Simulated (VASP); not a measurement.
# TiB2 (P6/mmm) in VASP: a series of runs

TiB2 is run at these levels: LDA; tasks: single point.

All numbers are computed with VASP 6.6.1; they aren't measurements. Logs are shortened: lines on timing, memory, paths and dates and some standing lists are left out, and cuts for length are marked.

### 1 The cell of the first run

The structure is hexagonal, space group P6/mmm (No. 191). Conventional cell: a = 2.988 Å, b = 2.988 Å, c = 3.185 Å, α = 90.00°, β = 90.00°, γ = 120.00°. Within 3.1 Å of Ti (site symmetry 6/mmm) lie 12 B at 2.35 Å and 6 Ti at 2.99 Å. Within 2.3 Å of B (site symmetry -6m2) lie 3 B at 1.73 Å.

### 2 Single point, LDA

Contents of INCAR:

```
SYSTEM = TiB2
PREC = Accurate ; ENCUT = 520
EDIFF = 1E-6 ; ISMEAR = -1
SIGMA = 0.05 ; LREAL = .FALSE.
LASPH = .TRUE. ; NELM = 100
ALGO = Normal ; ISIF = 2
LWAVE = .FALSE. ; LCHARG = .TRUE.
LELF = .TRUE. ; LVHAR = .TRUE.
NBANDS = 16
```

Contents of KPOINTS:

```
Automatic mesh
0
G
  10 10 8
  0 0 0
```

Contents of POSCAR:

```
TiB2
1.0
    2.9882598462      0.0000000000      0.0000000000
   -1.4941299231      2.5879089399      0.0000000000
    0.0000000000      0.0000000000      3.1847676243
Ti B
1 2
Direct
    0.0000000000      0.0000000000      0.0000000000
    0.6666666667      0.3333333333      0.5000000000
    0.3333333333      0.6666666667      0.5000000000
```

Potentials or basis: VASP PAW LDA potentials, release 64 (Ti_sv, B).

Started as:

```sh
$ cat potpaw_LDA.64/Ti_sv/POTCAR potpaw_LDA.64/B/POTCAR > POTCAR
$ mpirun -np 1 vasp_std > vasp.out
```

OUTCAR:

```text
SYSTEM = TiB2
   PREC = Accurate
   ENCUT = 520
   EDIFF = 1E-6
   ISMEAR = -1
   LREAL = .FALSE.
   LASPH = .TRUE.
   NELM = 100
   ISIF = 2

 ion  position               nearest neighbor table
   1  0.000  0.000  0.000-   2 2.35   3 2.35   2 2.35   3 2.35   3 2.35   3 2.35   2 2.35   2 2.35
                             2 2.35   2 2.35   3 2.35   3 2.35
   2  0.667  0.333  0.500-   3 1.73   3 1.73   3 1.73   1 2.35   1 2.35   1 2.35   1 2.35   1 2.35
                             1 2.35
   3  0.333  0.667  0.500-   2 1.73   2 1.73   2 1.73   1 2.35   1 2.35   1 2.35   1 2.35   1 2.35
                             1 2.35

  LATTYP: Found a hexagonal cell.
 ALAT       =     2.9882598462
 C/A-ratio  =     1.0657599366

  Lattice vectors:

 A1 = (   2.9882598462,   0.0000000000,   0.0000000000)
 A2 = (  -1.4941299231,   2.5879089399,   0.0000000000)
 A3 = (   0.0000000000,   0.0000000000,   3.1847676243)

Analysis of symmetry for initial positions (statically):
=====================================================================
 Subroutine PRICEL returns:
 Original cell was already a primitive cell.

 Routine SETGRP: Setting up the symmetry group for a
 hexagonal supercell.

 Subroutine GETGRP returns: Found 24 space group operations
 (whereof 24 operations were pure point group operations)
 out of a pool of 24 trial point group operations.

The static configuration has the point symmetry D_6h.

Analysis of symmetry for dynamics (positions and initial velocities):
=====================================================================
 Subroutine PRICEL returns:
 Original cell was already a primitive cell.

 Routine SETGRP: Setting up the symmetry group for a
 hexagonal supercell.

 Subroutine GETGRP returns: Found 24 space group operations
 (whereof 24 operations were pure point group operations)
 out of a pool of 24 trial point group operations.

The dynamic configuration has the point symmetry D_6h.

 Subroutine INISYM returns: Found 24 space group operations
 (whereof 24 operations are pure point group operations),
 and found     1 'primitive' translations

----------------------------------------------------------------------------------------

                                     Primitive cell

  volume of cell :      24.6289

  direct lattice vectors                    reciprocal lattice vectors
     2.988259846  0.000000000  0.000000000     0.334642920  0.193206180  0.000000000
    -1.494129923  2.587908940  0.000000000     0.000000000  0.386412360  0.000000000
     0.000000000  0.000000000  3.184767624     0.000000000  0.000000000  0.313994651

  length of vectors
     2.988259846  2.988259846  3.184767624     0.386412360  0.386412360  0.313994651

  position of ions in fractional coordinates (direct lattice)
[... 81 lines left out ...]
   EDIFF  = 0.1E-05   stopping-criterion for ELM
   LREAL  =      F    real-space projection
   EDIFFG = 0.1E-04   stopping-criterion for IOM
   NSW    =      0    number of steps for IOM
   IBRION =     -1    ionic relax: 0-MD 1-quasi-New 2-CG
   NFREE  =      0    steps in history (QN), initial steepest desc. (CG)
   ISIF   =      2    stress and relaxation
   ISYM   =      2    0-nonsym 1-usesym 2-fastsym
   POTIM  = 0.5000    time-step for ionic-motion
   TEBEG  =    0.0;   TEEND  =   0.0 temperature during run
   PSTRESS=    0.0 pullay stress
   NELECT =      18.0000    total number of electrons
   NUPDOWN=      -1.0000    fix difference up-down
   EMIN   =  10.00;   EMAX   =-10.00  energy-range for DOS
   EFERMI =   0.00;   METHOD = LEGACY
   ISMEAR =    -1;   SIGMA  =   0.05  broadening in eV -4-tet -1-fermi 0-gaus
   EFERMI_NEDOS =   21; number of points for ismear=-14 and -15
   IALGO  =     38    algorithm
   IMIX   =      4    mixing-type and parameters
     AMIX     =   0.40;   BMIX     =  1.00
     AMIX_MAG =   1.60;   BMIX_MAG =  1.00
  volume/ion in A,a.u.               =       8.21        55.40
  Fermi-wavevector in a.u.,A,eV,Ry     =   1.474633  2.786652 29.586449  2.174543
  Thomas-Fermi vector in A             =   2.589381
   LORBIT       =      0    0 simple, 1 ext, 2 COOP (PROOUT), +10 PAW based schemes
   GGA     = CA    functional components
   LHFCALC =     F    Hartree Fock is set to
   AEXX    =    0.0000 exact exchange contribution
   IVDW    =     0    specifies the selected vdW correction
   LEPSILON=     F    determine dielectric tensor
   LRPA    =     F    only Hartree local field effects (RPA)
 non-spin polarized calculation
  energy-cutoff  :      520.00
  volume of cell :       24.63
 maximum number of plane-waves:       696
 NGX is ok and might be reduce to    24
   NGX = 11   NGY = 11   NGZ = 11

 number of electron      17.9999999 magnetization

 Free energy of the ion-electron system (eV)
  ---------------------------------------------------
  ext. energy  EPLUGINS =         0.00000000
  ---------------------------------------------------
  free energy    TOTEN  =       -26.91372500 eV

  energy without entropy =      -26.90750902  energy(sigma->0) =      -26.91061701

 E-fermi :  10.3109     XC(G=0): -13.1494

 val. band max:       10.2823165238   @ k =   0.2000   0.2000   0.1250
 cond. band min:      10.3125423323   @ k =   0.3000   0.2000   0.0000
 fundamental gap:      0.0302258085
 Fermi energy:        10.3109033509

 k-point     1 :       0.0000    0.0000    0.0000
  band No.  band energies     occupation
      1     -45.7671      2.00000
      2     -22.5143      2.00000
      3     -22.1671      2.00000
      4     -22.1671      2.00000
      5      -3.1317      2.00000
      6       7.7037      2.00000
[... 433 lines left out ...]
      3     -22.4614      2.00000
      4     -22.3009      2.00000
      5       0.5904      2.00000
      6       2.0138      2.00000
[... 8 lines left out ...]
     15      19.5297      0.00000
     16      20.2739      0.00000

 [... further k-points ...]
[... 5 lines left out ...]
  --------------------------------------------------------------------------------------
  -------------------------------------------------------------------------------------
  Total        0.1536585      0.1536585     -0.3677002      0.0000000     -0.0000000      0.0000000
  in kB        9.9959028      9.9959028    -23.9198982      0.0000000     -0.0000000      0.0000000
  external PRESSURE =      -1.3093642 kB  Pullay stress =       0.0000000 kB

 VOLUME and BASIS-vectors are now :
 -----------------------------------------------------------------------------
  energy-cutoff  :      520.00
  volume of cell :       24.63
      direct lattice vectors                 reciprocal lattice vectors
     2.988259846  0.000000000  0.000000000     0.334642920  0.193206180  0.000000000
    -1.494129923  2.587908940  0.000000000     0.000000000  0.386412360  0.000000000
     0.000000000  0.000000000  3.184767624     0.000000000  0.000000000  0.313994651

 POSITION                                       TOTAL-FORCE (eV/Angst)
 -----------------------------------------------------------------------------------
      0.00000      0.00000      0.00000         0.000000      0.000000      0.000000
      1.49413      0.86264      1.59238         0.000000     -0.000000      0.000000
     -0.00000      1.72527      1.59238        -0.000000      0.000000     -0.000000
 -----------------------------------------------------------------------------------
    total drift:                               -0.000000      0.000000      0.000000

  FREE ENERGIE OF THE ION-ELECTRON SYSTEM (eV)
  ---------------------------------------------------
  free  energy   TOTEN  =       -26.9137250013 eV

  energy  without entropy=      -26.9075090183  energy(sigma->0) =      -26.91061701
```

OSZICAR:

```text
N       E                     dE             d eps       ncg     rms          rms(c)
DAV:   1     0.117058613476E+03    0.11706E+03   -0.90346E+03  2240   0.129E+03
DAV:   2    -0.256657578272E+02   -0.14272E+03   -0.13785E+03  2512   0.339E+02
DAV:   3    -0.321519275299E+02   -0.64862E+01   -0.64362E+01  3112   0.711E+01
DAV:   4    -0.322736383299E+02   -0.12171E+00   -0.12165E+00  2848   0.876E+00
DAV:   5    -0.322763572743E+02   -0.27189E-02   -0.27188E-02  3144   0.107E+00    0.172E+01
DAV:   6    -0.269413852061E+02    0.53350E+01   -0.20997E+01  3200   0.499E+01    0.381E+00
DAV:   7    -0.269171768322E+02    0.24208E-01   -0.11137E+00  2384   0.123E+01    0.351E+00
DAV:   8    -0.269148598546E+02    0.23170E-02   -0.80532E-02  3616   0.236E+00    0.902E-01
DAV:   9    -0.269143547833E+02    0.50507E-03   -0.33994E-02  2792   0.246E+00    0.293E-01
DAV:  10    -0.269137196319E+02    0.63515E-03   -0.30067E-03  3016   0.667E-01    0.578E-02
DAV:  11    -0.269137443615E+02   -0.24730E-04   -0.54313E-04  3048   0.255E-01    0.768E-02
DAV:  12    -0.269137258612E+02    0.18500E-04   -0.11732E-04  2728   0.139E-01    0.986E-03
DAV:  13    -0.269137246598E+02    0.12014E-05   -0.46948E-06  2560   0.207E-02    0.467E-03
DAV:  14    -0.269137250013E+02   -0.34155E-06   -0.53020E-07  1584   0.662E-03
   1 F= -.26913725E+02 E0= -.26910617E+02  d E =-.621598E-02
```

stdout:

```text
POSCAR found type information on POSCAR TiB
 POSCAR found :  2 types and       3 ions
 scaLAPACK will be used
 LDA part: xc-table for (Slater(with rela. corr.)+CA(PZ))
 , standard interpolation
 POSCAR, INCAR and KPOINTS ok, starting setup
 FFT: planning ... GRIDC
 FFT: planning ... GRID_SOFT
 FFT: planning ... GRID
 WAVECAR not read
 entering main loop
```

Wall time 14 s (1 thread of Intel Xeon Platinum 8488C (Sapphire Rapids), shared host); peak memory 0.14 GiB.

Results:

- Free energy: -26.9137 eV
- Pressure: -0.1 GPa
- Band gap on the k mesh: zero (band 9 reaches 10.78 eV, above the bottom of band 10 at 10.19 eV)

### 3 Single point, LDA

This run uses another cell than the first one, of 8.38 Å³/atom, 1.021 times its volume.

Contents of INCAR:

```
SYSTEM = TiB2
ALGO = Normal
EDIFF = 1E-6
ENCUT = 520
GGA = CA
ISIF = 2
ISMEAR = -1
LASPH = .True.
LCHARG = .False.
LREAL = .False.
LWAVE = .False.
NBANDS = 16
NELM = 60
PREC = Accurate
SIGMA = 0.05
```

Contents of KPOINTS:

```
k-points
0
Gamma
  10 10 8
  0 0 0
```

Contents of POSCAR:

```
TiB2
1.0
    3.0088691861      0.0000000000      0.0000000000
   -1.5044345930      2.6057571518      0.0000000000
    0.0000000000      0.0000000000      3.2067322330
Ti B
1 2
Direct
    0.0000000000      0.0000000000      0.0000000000
    0.6666666667      0.3333333333      0.5000000000
    0.3333333333      0.6666666667      0.5000000000
```

Potentials or basis: VASP PAW LDA potentials, release 64 (Ti_sv, B).

Started as:

```sh
$ cat potpaw_LDA.64/Ti_sv/POTCAR potpaw_LDA.64/B/POTCAR > POTCAR
$ mpirun -np 1 vasp_std > vasp.out
```

It took 14 s on 1 thread of Intel Xeon Platinum 8488C (Sapphire Rapids), shared host; peak memory 0.14 GiB.

The run converged. Its results:

- Free energy: -26.9046 eV
- Pressure: -5.7 GPa
- Band gap on the k mesh: zero (band 9 reaches 10.53 eV, above the bottom of band 10 at 9.96 eV)

Stress tensor (GPa, compression positive):
```
-4.94  0.00  0.00
 0.00 -4.94  0.00
 0.00  0.00 -7.12
```

Levels at points of the mesh, in eV from the Fermi level:
```
           k point  band 7  band 8  band 9  band 10  band 11  band 12
(0.00, 0.00, 0.00)   -2.56   -2.19   -2.10     2.00     2.00     3.80
(0.50, 0.00, 0.00)   -3.20   -3.18   -2.24     1.43     2.87     3.37
(0.00, 0.00, 0.50)   -0.46   -0.46   -0.12    -0.12     0.50     0.50
(0.50, 0.00, 0.50)   -4.62   -3.79   -2.98     2.60     3.06     4.71
```

### 4 Single point, LDA

This run uses another cell than the first one, of 8.55 Å³/atom, 1.042 times its volume.

Contents of INCAR:

```
PREC     = Accurate       # precision mode
ENCUT    = 520            # plane-wave cutoff, eV
EDIFF    = 1E-7           # SCF threshold, eV
ISMEAR   = -1             # smearing method
SIGMA    = 0.05           # smearing width, eV
LREAL    = False          # projectors in reciprocal space
LASPH    = True           # aspherical terms in the spheres
NELM     = 100            # most SCF steps
ALGO     = Normal         # electronic algorithm
ISIF     = 2              # what is computed and relaxed
LWAVE    = False          # write WAVECAR
LCHARG   = False          # write CHGCAR
GGA      = CA             # functional
NBANDS   = 16             # bands
```

Contents of KPOINTS:

```
Automatic mesh
0
Gamma
  10 10 8
```

Contents of POSCAR:

```
TiB2
1.0
    3.0292000000      0.0000000000      0.0000000000
   -1.5146000000      2.6233641531      0.0000000000
    0.0000000000      0.0000000000      3.2284000000
Ti B
1 2
Direct
    0.0000000000      0.0000000000      0.0000000000
    0.6666666667      0.3333333333      0.5000000000
    0.3333333333      0.6666666667      0.5000000000
```

Started as:

```sh
$ cat potpaw_LDA.64/Ti_sv/POTCAR potpaw_LDA.64/B/POTCAR > POTCAR
$ mpirun -np 1 vasp_std > vasp.out
```

Run time: 13 s. Hardware: 1 thread of Intel Xeon Platinum 8488C (Sapphire Rapids), shared host; peak memory 0.14 GiB.

Results (log left out):

```
Free energy            : -26.8787 eV
Pressure               : -10.7 GPa
Band gap on the k mesh : zero (band 9 reaches 10.29 eV, above the bottom of band 10 at 9.74 eV)
```

Stress tensor (GPa, compression positive):
```
-10.32   0.00   0.00
  0.00 -10.32   0.00
  0.00   0.00 -11.37
```

Levels at points of the mesh, in eV from the Fermi level:
| k point | band 6 | band 7 | band 8 | band 9 | band 10 | band 11 | band 12 | band 13 |
| --- | --- | --- | --- | --- | --- | --- | --- | --- |
| (0.00, 0.00, 0.00) | -2.52 | -2.52 | -2.19 | -2.05 | 1.94 | 1.94 | 3.70 | 3.70 |
| (0.50, 0.00, 0.00) | -8.96 | -3.15 | -3.14 | -2.19 | 1.39 | 2.79 | 3.27 | 3.46 |
| (0.00, 0.00, 0.50) | -7.45 | -0.46 | -0.46 | -0.12 | -0.12 | 0.48 | 0.48 | 1.68 |
| (0.50, 0.00, 0.50) | -7.34 | -4.55 | -3.72 | -2.98 | 2.52 | 2.97 | 4.56 | 4.64 |

(Continued in part 2 of 2.)
